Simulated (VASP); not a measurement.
Input of a VASP 6.6.1 run:

The input INCAR:

```
PREC     = Accurate       # precision mode
ENCUT    = 520            # plane-wave cutoff, eV
EDIFF    = 1E-6           # SCF threshold, eV
ISMEAR   = -1             # smearing method
SIGMA    = 0.02           # smearing width, eV
LREAL    = False          # projectors in reciprocal space
LASPH    = True           # aspherical terms in the spheres
NELM     = 80             # most SCF steps
ALGO     = Normal         # electronic algorithm
ISIF     = 2              # what is computed and relaxed
LWAVE    = False          # write WAVECAR
LCHARG   = True           # write CHGCAR
GGA      = PE             # functional
LELF     = True           # ELF
LVHAR    = True         
NBANDS   = 16             # bands
```

Contents of KPOINTS:

```
regular mesh
0
Gamma
  11 11 6
```

Contents of POSCAR:

```
AlN
1.0
    3.1110021516     -0.0155550108     -0.0155550108
   -1.5689721103      2.7019843999     -0.0056935291
   -0.0248900000     -0.0248900000      4.9780000000
Al N
2 2
Direct
    0.3333333333      0.6666666667      0.0000000000
    0.6666666667      0.3333333333      0.5000000000
    0.3333333333      0.6666666667      0.3850000000
    0.6666666667      0.3333333333      0.8850000000
```

Potentials or basis: VASP PAW PBE potentials, release 64 (Al, N).

The run is started by

```bash
$ cat potpaw_PBE.64/Al/POTCAR potpaw_PBE.64/N/POTCAR > POTCAR
$ mpirun -np 1 vasp_std > vasp.out
```

(1) Estimate the band gap on the k mesh.

(2) Predict the pressure.

Answers

(1) 4.16 eV.

(2) 3.8 GPa.

Caveat: the cell differs from its parent crystal (equal xy, yz and zx shear strains of -1 %); the cell stands under pressure.
